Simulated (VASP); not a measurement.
Input of a VASP 6.6.1 run:

The input INCAR:

```
PREC     = Accurate       # precision mode
ENCUT    = 520            # plane-wave cutoff, eV
EDIFF    = 1E-6           # SCF threshold, eV
ISMEAR   = 0              # smearing method
SIGMA    = 0.01           # smearing width, eV
LREAL    = False          # projectors in reciprocal space
LASPH    = True           # aspherical terms in the spheres
NELM     = 100            # most SCF steps
ALGO     = Normal         # electronic algorithm
ISIF     = 2              # what is computed and relaxed
LWAVE    = False          # write WAVECAR
LCHARG   = False          # write CHGCAR
GGA      = PE             # functional
NBANDS   = 20             # bands
```

File KPOINTS:

```
regular mesh
0
Gamma
  12 12 12
```

Contents of POSCAR:

```
WS2
1.0
    1.5938737115      0.9202234164      7.4744429926
   -1.5938737115      0.9202234164      7.4744429926
    0.0000000000     -1.8404468328      7.4744429926
W S
1 2
Direct
    0.0006774473      0.0006774473      0.0006774473
    0.4040743331      0.4040743331      0.4040743331
    0.2639482196      0.2639482196      0.2639482196
```

Potentials or basis: VASP PAW PBE potentials, release 64 (W_sv, S).

Run with:

```sh
$ cat potpaw_PBE.64/W_sv/POTCAR potpaw_PBE.64/S/POTCAR > POTCAR
$ mpirun -np 1 vasp_std > vasp.out
```

Problem. Predict the band gap on the k mesh.

Solution. 1.65 eV (least direct gap 1.81 eV).

Problem. Estimate the largest force.

Solution. 0.004 eV/Å.

Problem. Predict the pressure.

Solution. 0.0 GPa.

Forces in eV/Å, atoms in the order of the input:
```
W    0.000  0.000  0.000
S    0.000  0.000  0.004
S    0.000  0.000 -0.004
```

Caveat: spin-orbit coupling is left out, which moves the levels of the heavy elements. A k mesh can miss the band edges.
